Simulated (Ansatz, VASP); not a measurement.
## Two plane-wave programs on C

INCAR

```
SYSTEM = C
PREC = Accurate
ENCUT = 520
EDIFF = 1E-6
ISMEAR = -1
SIGMA = 0.05
LREAL = .False.
LASPH = .True.
NELM = 80
ALGO = Normal
ISIF = 2
LWAVE = .False.
LCHARG = .False.
GGA = CA
NBANDS = 16
```

Contents of KPOINTS:

```
regular mesh
0
Gamma
  12 12 4
  0 0 0
```

File POSCAR:

```
C
1.0
    1.2114506926     -2.0983142173      0.0000000000
    1.2114506926      2.0983142173      0.0000000000
    0.0000000000      0.0000000000      7.0763198248
C
4
Direct
    0.9166205400      0.0833794600      0.7531376000
    0.4166205400      0.5833794600      0.2468624000
    0.0833794600      0.9166205400      0.2468624000
    0.5833794600      0.4166205400      0.7531376000
```

Contents of input.yaml:

```yaml
crystal:
  lattice:
    - [1.2114506926, -2.0983142173, 0.0]
    - [1.2114506926, 2.0983142173, 0.0]
    - [0.0, 0.0, 7.0763198248]
  atoms:
    - { symbol: C, position: [0.91662054, 0.08337946, 0.7531376] }
    - { symbol: C, position: [0.41662054, 0.58337946, 0.2468624] }
    - { symbol: C, position: [0.08337946, 0.91662054, 0.2468624] }
    - { symbol: C, position: [0.58337946, 0.41662054, 0.7531376] }
hamiltonian:
  xc: lda
  pseudopotentials: { kind: paw }
kpoints:
  mp_grid: { grid: [12, 12, 4] }
scf:
  occupations: { method: fermi_dirac, width: 0.05 }
output:
  forces: true
  stress: true
  eigenvalues: true
```

Alike in both runs: task single point; functional LDA; k mesh 12 × 12 × 4; occupations fermi-dirac, width 0.05 eV; no spin polarisation.

|  | VASP | Ansatz |
| --- | --- | --- |
| version | VASP 6.6.1 | Ansatz 0.2.0 |
| potentials or method | VASP PAW LDA potentials, release 64 (C) | Ansatz PAW |
| plane-wave cutoff (eV) | 520 | 420 |
| valence electrons in the cell | 16 | 16 |

|  | VASP | Ansatz | Ansatz less VASP |
| --- | --- | --- | --- |
| gap on the k mesh at the Fermi level (eV) | 0.03 | 0.03 | 0.000 |
| least direct gap on the mesh (eV) | 0.03 | 0.03 | 0.000 |
| pressure (GPa) | 8.2 | 7.4 | -0.75 |
| traceless stress, the component that is largest in VASP (GPa) | -9.47 | -8.56 | +0.915 |
| rms of the force components (eV/Å) | 0.016 | 0.016 | 0.0000 |

LDA's correlation is that of Perdew and Zunger in VASP and of Perdew and Wang (1992) in Ansatz. Atom by atom the forces differ by 0.000 eV/Å (rms over components).
